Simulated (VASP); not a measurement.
# BN (F-43m) in VASP: a series of runs, part 2 of 2

VASP 6.6.1. The steps go on from the part before.

## (3) Dielectric tensor, r2SCAN (strain -2.0%)

Input file INCAR:

```
SYSTEM = BN
PREC = Accurate ; ENCUT = 520
EDIFF = 1E-8 ; ISMEAR = 0
SIGMA = 0.01 ; LREAL = .False.
LASPH = .True. ; NELM = 60
ALGO = Normal ; ISIF = 2
LWAVE = .False. ; LCHARG = .False.
METAGGA = R2SCAN ; LMIXTAU = .True.
LCALCEPS = .True.
```

Input file KPOINTS:

```
Automatic mesh
0
Gamma
  10 10 10
  0 0 0
```

Input file POSCAR:

```
BN
1.0
    0.0000000000      1.7687289557      1.7687289557
    1.7687289557      0.0000000000      1.7687289557
    1.7687289557      1.7687289557      0.0000000000
B N
1 1
Direct
    0.0000000000      0.0000000000      0.0000000000
    0.2500000000      0.2500000000      0.2500000000
```

Potentials or basis: VASP PAW PBE potentials, release 64 (B, N).

Command:

```
$ cat potpaw_PBE.64/B/POTCAR potpaw_PBE.64/N/POTCAR > POTCAR
$ mpirun -np 1 vasp_std > vasp.out
```

OUTCAR:

```text
SYSTEM = BN
   PREC = Accurate
   ENCUT = 520
   EDIFF = 1E-8
   ISMEAR = 0
   LREAL = .False.
   LASPH = .True.
   NELM = 60
   ISIF = 2
   METAGGA = R2SCAN

 ion  position               nearest neighbor table
   1  0.000  0.000  0.000-   2 1.53   2 1.53   2 1.53   2 1.53
   2  0.250  0.250  0.250-   1 1.53   1 1.53   1 1.53   1 1.53

  LATTYP: Found a face centered cubic cell.
 ALAT       =     3.5374579114

  Lattice vectors:

 A1 = (   0.0000000000,   1.7687289557,   1.7687289557)
 A2 = (   1.7687289557,   0.0000000000,   1.7687289557)
 A3 = (   1.7687289557,   1.7687289557,   0.0000000000)

Analysis of symmetry for initial positions (statically):
=====================================================================
 Subroutine PRICEL returns:
 Original cell was already a primitive cell.

 Routine SETGRP: Setting up the symmetry group for a
 face centered cubic supercell.

 Subroutine GETGRP returns: Found 24 space group operations
[... 458 lines left out ...]

 PIEZOELECTRIC TENSOR (including local field effects) (C/m^2)
          XX          YY          ZZ          XY          YZ          ZX
  --------------------------------------------------------------------------------
  x     0.00000     0.00000     0.00000     0.00000    -1.10418     0.00000
  y     0.00000     0.00000     0.00000     0.00000     0.00000    -1.10418
  z     0.00000     0.00000    -0.00000    -1.10418     0.00000     0.00000

 BORN EFFECTIVE CHARGES (including local field effects) (in |e|, cummulative output)
 ---------------------------------------------------------------------------------
 ion    1
    1     1.99246     0.00000     0.00000
    2     0.00000     1.99246     0.00000
    3    -0.00000    -0.00000     1.99246
 ion    2
    1    -1.99246     0.00000     0.00000
    2     0.00000    -1.99246    -0.00000
    3     0.00000     0.00000    -1.99246

  FORCE on cell =-STRESS in cart. coord.  units (eV):
  Direction    XX          YY          ZZ          XY          YZ          ZX
  --------------------------------------------------------------------------------------
  -------------------------------------------------------------------------------------
  Total        1.9268096      1.9268096      1.9268096      0.0000000      0.0000000      0.0000000
  in kB      278.9558888    278.9558888    278.9558888      0.0000000      0.0000000      0.0000000
  external PRESSURE =     278.9558888 kB  Pullay stress =       0.0000000 kB

 VOLUME and BASIS-vectors are now :
 -----------------------------------------------------------------------------
  energy-cutoff  :      520.00
  volume of cell :       11.07
      direct lattice vectors                 reciprocal lattice vectors
     0.000000000  1.768728956  1.768728956    -0.282688876  0.282688876  0.282688876
     1.768728956  0.000000000  1.768728956     0.282688876 -0.282688876  0.282688876
     1.768728956  1.768728956  0.000000000     0.282688876  0.282688876 -0.282688876

 POSITION                                       TOTAL-FORCE (eV/Angst)
 -----------------------------------------------------------------------------------
      0.00000      0.00000      0.00000        -0.000000     -0.000000     -0.000000
      0.88436      0.88436      0.88436         0.000000      0.000000      0.000000
 -----------------------------------------------------------------------------------
    total drift:                                0.000000      0.000000      0.000000

  FREE ENERGIE OF THE ION-ELECTRON SYSTEM (eV)
  ---------------------------------------------------
  free  energy   TOTEN  =       -19.1098319598 eV

  energy  without entropy=      -19.1098319598  energy(sigma->0) =      -19.10983196
```

OSZICAR:

```text
N       E                     dE             d eps       ncg     rms          rms(c)
DAV:   1     0.493368889838E+01    0.49337E+01   -0.55538E+03   808   0.104E+03
DAV:   2    -0.222415853883E+02   -0.27175E+02   -0.26886E+02  1016   0.181E+02
DAV:   3    -0.224219445473E+02   -0.18036E+00   -0.18036E+00   912   0.183E+01
[... 13 lines left out ...]
DMP:   7    -0.191098319048E+02   -0.11670E-06   -0.55610E-07  2256   0.917E-07   0.911E-07
DMP:   8    -0.191098319286E+02   -0.23757E-07   -0.21075E-07  2256   0.633E-07  -0.204E-07
DMP:   9    -0.191098319389E+02   -0.10361E-07   -0.18430E-07  2256   0.465E-07  -0.892E-09
DMP:  10    -0.191098319511E+02   -0.12186E-07   -0.12985E-07  2256   0.247E-07   0.149E-07
DMP:  11    -0.191098319598E+02   -0.86951E-08   -0.71822E-08  2256   0.122E-07   0.111E-07
   1 F= -.19109832E+02 E0= -.19109832E+02  d E =-.124331E-16
```

stdout:

```text
POSCAR found type information on POSCAR B N
 POSCAR found :  2 types and       2 ions
 scaLAPACK will be used
 -----------------------------------------------------------------------------
|                                                                             |
[... 86 lines left out ...]
dp_tot=(  0.192E-06  0.204E-06  0.213E-02 )  diag[e(oo)]=(    ---      ---    4.47768 )
 p_tot=(  0.442E+01  0.442E+01  0.443E+01 )
dp_tot=(  0.191E-06  0.203E-06  0.212E-02 )  diag[e(oo)]=(    ---      ---    4.47242 )
 p_tot=(  0.442E+01  0.442E+01  0.443E+01 )
dp_tot=(  0.191E-06  0.202E-06  0.212E-02 )  diag[e(oo)]=(    ---      ---    4.46962 )
 final diagonalization full
 p_tot=(  0.442E+01  0.442E+01  0.443E+01 )
dp_tot=(  0.190E-06  0.202E-06  0.212E-02 )  diag[e(oo)]=(    ---      ---    4.46233 )
```

It took 9.2 min on 1 thread of Intel Xeon 6975P-C (Granite Rapids), shared host; peak memory 0.23 GiB.

What came out:

- Band gap on the k mesh: 5.05 eV (least direct gap 9.85 eV)
- Electronic dielectric tensor (diagonal): 4.46
- Born charges (mean of the diagonal): B +1.99; N -1.99 e

Levels at points of the mesh, in eV from the valence-band top:
| k point | band 1 | band 2 | band 3 | band 4 | band 5 | band 6 | band 7 | band 8 |
| --- | --- | --- | --- | --- | --- | --- | --- | --- |
| (0.00, 0.00, 0.00) | -22.07 | 0.00 | 0.00 | 0.00 | 9.85 | 9.85 | 9.85 | 12.20 |
| (0.50, 0.00, 0.00) | -17.45 | -11.71 | -2.14 | -2.14 | 11.69 | 11.83 | 11.83 | 17.11 |
| (0.50, 0.50, 0.00) | -15.93 | -9.77 | -5.44 | -5.44 | 5.05 | 10.20 | 20.33 | 20.33 |

Electronic dielectric tensor:
```
4.46 0.00 0.00
0.00 4.46 0.00
0.00 0.00 4.46
```

Born effective charge tensors (e):
atom 1, B
```
1.99 0.00 0.00
0.00 1.99 0.00
0.00 0.00 1.99
```
atom 2, N
```
-1.99  0.00  0.00
 0.00 -1.99  0.00
 0.00  0.00 -1.99
```

Dipole moments of the cell (e·Å, modulo the quantum): ionic 4.422, 4.422, 4.422; electronic 0.002, 0.002, 0.004

Caveat: the cell differs from its parent crystal (strain -2.0%); the PAW data sets were made with another functional, which shifts forces and pressure a little. A k mesh can miss the band edges.

## (4) Dielectric tensor, r2SCAN (strain -1.0%)

Input file INCAR:

```
SYSTEM = BN
PREC     = Accurate       ! precision mode
ENCUT    = 520            ! plane-wave cutoff, eV
EDIFF    = 1E-8           ! SCF threshold, eV
ISMEAR   = 0              ! smearing method
SIGMA    = 0.01           ! smearing width, eV
LREAL    = .FALSE.        ! projectors in reciprocal space
LASPH    = .TRUE.         ! aspherical terms in the spheres
NELM     = 100            ! most SCF steps
ALGO     = Normal         ! electronic algorithm
ISIF     = 2              ! what is computed and relaxed
LWAVE    = .FALSE.        ! write WAVECAR
LCHARG   = .FALSE.        ! write CHGCAR
METAGGA  = R2SCAN         ! meta-GGA
LMIXTAU  = .TRUE.       
LCALCEPS = .TRUE.
```

Input file KPOINTS:

```
Automatic mesh
0
G
  10 10 10
  0 0 0
```

Input file POSCAR:

```
BN
1.0
    0.0000000000      1.7867772104      1.7867772104
    1.7867772104      0.0000000000      1.7867772104
    1.7867772104      1.7867772104      0.0000000000
B N
1 1
Direct
    0.0000000000      0.0000000000      0.0000000000
    0.2500000000      0.2500000000      0.2500000000
```

Potentials or basis: VASP PAW PBE potentials, release 64 (B, N).

Command:

```
$ cat potpaw_PBE.64/B/POTCAR potpaw_PBE.64/N/POTCAR > POTCAR
$ mpirun -np 1 vasp_std > vasp.out
```

OUTCAR:

```text
SYSTEM = BN
   PREC = Accurate
   ENCUT = 520
   EDIFF = 1E-8
   ISMEAR = 0
   LREAL = .FALSE.
   LASPH = .TRUE.
   NELM = 100
   ISIF = 2
   METAGGA = R2SCAN

 ion  position               nearest neighbor table
   1  0.000  0.000  0.000-   2 1.55   2 1.55   2 1.55   2 1.55
   2  0.250  0.250  0.250-   1 1.55   1 1.55   1 1.55   1 1.55

  LATTYP: Found a face centered cubic cell.
 ALAT       =     3.5735544208

  Lattice vectors:

 A1 = (   0.0000000000,   1.7867772104,   1.7867772104)
 A2 = (   1.7867772104,   0.0000000000,   1.7867772104)
 A3 = (   1.7867772104,   1.7867772104,   0.0000000000)

Analysis of symmetry for initial positions (statically):
=====================================================================
 Subroutine PRICEL returns:
 Original cell was already a primitive cell.

 Routine SETGRP: Setting up the symmetry group for a
 face centered cubic supercell.

 Subroutine GETGRP returns: Found 24 space group operations
[... 458 lines left out ...]

 PIEZOELECTRIC TENSOR (including local field effects) (C/m^2)
          XX          YY          ZZ          XY          YZ          ZX
  --------------------------------------------------------------------------------
  x     0.00000    -0.00000    -0.00000     0.00000    -1.10322     0.00000
  y    -0.00000     0.00000    -0.00000     0.00000     0.00000    -1.10322
  z    -0.00000    -0.00000     0.00000    -1.10322     0.00000     0.00000

 BORN EFFECTIVE CHARGES (including local field effects) (in |e|, cummulative output)
 ---------------------------------------------------------------------------------
 ion    1
    1     2.00899     0.00000     0.00000
    2    -0.00000     2.00899    -0.00000
    3     0.00000     0.00000     2.00899
 ion    2
    1    -2.00899     0.00000     0.00000
    2     0.00000    -2.00899     0.00000
    3    -0.00000    -0.00000    -2.00899

  FORCE on cell =-STRESS in cart. coord.  units (eV):
  Direction    XX          YY          ZZ          XY          YZ          ZX
  --------------------------------------------------------------------------------------
  -------------------------------------------------------------------------------------
  Total        0.9783361      0.9783361      0.9783361     -0.0000000      0.0000000      0.0000000
  in kB      137.3907375    137.3907375    137.3907375     -0.0000000      0.0000000      0.0000000
  external PRESSURE =     137.3907375 kB  Pullay stress =       0.0000000 kB

 VOLUME and BASIS-vectors are now :
 -----------------------------------------------------------------------------
  energy-cutoff  :      520.00
  volume of cell :       11.41
      direct lattice vectors                 reciprocal lattice vectors
     0.000000000  1.786777210  1.786777210    -0.279833433  0.279833433  0.279833433
     1.786777210  0.000000000  1.786777210     0.279833433 -0.279833433  0.279833433
     1.786777210  1.786777210  0.000000000     0.279833433  0.279833433 -0.279833433

 POSITION                                       TOTAL-FORCE (eV/Angst)
 -----------------------------------------------------------------------------------
      0.00000      0.00000      0.00000        -0.000000     -0.000000     -0.000000
      0.89339      0.89339      0.89339         0.000000      0.000000      0.000000
 -----------------------------------------------------------------------------------
    total drift:                                0.000000      0.000000      0.000000

  FREE ENERGIE OF THE ION-ELECTRON SYSTEM (eV)
  ---------------------------------------------------
  free  energy   TOTEN  =       -19.1547877624 eV

  energy  without entropy=      -19.1547877624  energy(sigma->0) =      -19.15478776
```

OSZICAR:

```text
N       E                     dE             d eps       ncg     rms          rms(c)
DAV:   1     0.657319496560E+01    0.65732E+01   -0.53326E+03   776   0.101E+03
DAV:   2    -0.222219631393E+02   -0.28795E+02   -0.28387E+02  1008   0.182E+02
DAV:   3    -0.224330688499E+02   -0.21111E+00   -0.21111E+00   872   0.198E+01
[... 13 lines left out ...]
DMP:   7    -0.191547877061E+02   -0.12214E-06   -0.56836E-07  2256   0.938E-07   0.929E-07
DMP:   8    -0.191547877300E+02   -0.23836E-07   -0.21928E-07  2256   0.668E-07  -0.231E-07
DMP:   9    -0.191547877408E+02   -0.10855E-07   -0.19345E-07  2256   0.486E-07  -0.528E-09
DMP:  10    -0.191547877536E+02   -0.12734E-07   -0.13331E-07  2256   0.254E-07   0.153E-07
DMP:  11    -0.191547877624E+02   -0.88449E-08   -0.73298E-08  2256   0.126E-07   0.110E-07
   1 F= -.19154788E+02 E0= -.19154788E+02  d E =-.844630E-17
```

Run time: 9.5 min. Hardware: 1 thread of Intel Xeon 6975P-C (Granite Rapids), shared host; peak memory 0.24 GiB.

Results:

```
Band gap on the k mesh                  : 5.02 eV (least direct gap 9.70 eV)
Electronic dielectric tensor (diagonal) : 4.49
Born charges (mean of the diagonal)     : B +2.01; N -2.01 e
```

Electronic dielectric tensor:
```
4.49 0.00 0.00
0.00 4.49 0.00
0.00 0.00 4.49
```

Born effective charge tensors (e):
atom 1, B
```
2.01 0.00 0.00
0.00 2.01 0.00
0.00 0.00 2.01
```
atom 2, N
```
-2.01  0.00  0.00
 0.00 -2.01  0.00
 0.00  0.00 -2.01
```

Dipole moments of the cell (e·Å, modulo the quantum): ionic 4.467, 4.467, 4.467; electronic 0.002, 0.002, 0.005

Caveat: the cell differs from its parent crystal (strain -1.0%); the PAW data sets were made with another functional, which shifts forces and pressure a little.

## (5) The runs side by side

```csv
cell,gap on the mesh (eV)
"a = 2.476 Å, angles 60.0°, 2 atoms",5.09
"a = 2.501 Å, angles 60.0°, 2 atoms",5.05
"a = 2.527 Å, angles 60.0°, 2 atoms",5.02
```

Alike in all rows: task dielectric tensor; level r2SCAN; potentials or basis VASP PAW PBE potentials, release 64 (B, N); no spin polarisation; k mesh 10 × 10 × 10; cutoff (eV) 520; smearing gaussian 0.01 eV.

Caveats: the PAW data sets were made with another functional, which shifts forces and pressure a little.

Total energies depend on the potentials used, so only differences within one code and one set of settings carry meaning.
